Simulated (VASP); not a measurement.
Here is a VASP 6.6.1 calculation.

Contents of INCAR:

```
SYSTEM = Si7C
PREC = Accurate
ENCUT = 600
EDIFF = 1E-6
ISMEAR = 0
SIGMA = 0.1
LREAL = .FALSE.
LASPH = .TRUE.
NELM = 120
ALGO = Normal
ISIF = 2
LWAVE = .FALSE.
LCHARG = .FALSE.
NBANDS = 26
GGA_COMPAT = .FALSE.
```

File KPOINTS:

```
Automatic mesh
0
G
  6 6 4
  0 0 0
```

File POSCAR:

```
Si7C
1.0
    0.0000000000     -2.5990000000     -2.5990000000
    2.5990000000      5.1980000000     -2.5990000000
    5.1980000000     -2.5990000000      2.5990000000
C Si
1 7
Direct
    0.7500000000      0.5000000000      0.2500000000
    0.5000000000      0.0000000000      0.5000000000
    0.2500000000      0.5000000000      0.7500000000
    0.0000000000      0.0000000000      0.0000000000
    0.8125000000      0.6250000000      0.9375000000
    0.5625000000      0.1250000000      0.1875000000
    0.3125000000      0.6250000000      0.4375000000
    0.0625000000      0.1250000000      0.6875000000
```

Potentials or basis: VASP PAW LDA potentials, release 64 (C, Si).

Launch:

```console
$ cat potpaw_LDA.64/C/POTCAR potpaw_LDA.64/Si/POTCAR > POTCAR
$ mpirun -np 1 vasp_std > vasp.out
```

Problem. Estimate the largest force.

Solution. 3.917 eV/Å.

Problem. What does it give for the band gap on the k mesh?

Solution. 0.08 eV (least direct gap 0.73 eV).

Problem. What does it give for the pressure?

Solution. 0.9 GPa.

Forces on the atoms (eV/Å):
```
C    0.035 -0.025  0.025
Si  -0.113  0.084 -0.084
Si   0.028 -0.088  0.088
Si   0.221  0.050 -0.050
Si   1.936 -1.899  1.899
Si   1.889  1.906 -1.906
Si  -3.916  0.063 -0.063
Si  -0.081 -0.092  0.092
```

Caveat: forces of over 1 eV/Å act on the atoms, so gaps and moduli don't describe the material at rest. A k mesh can miss the band edges.
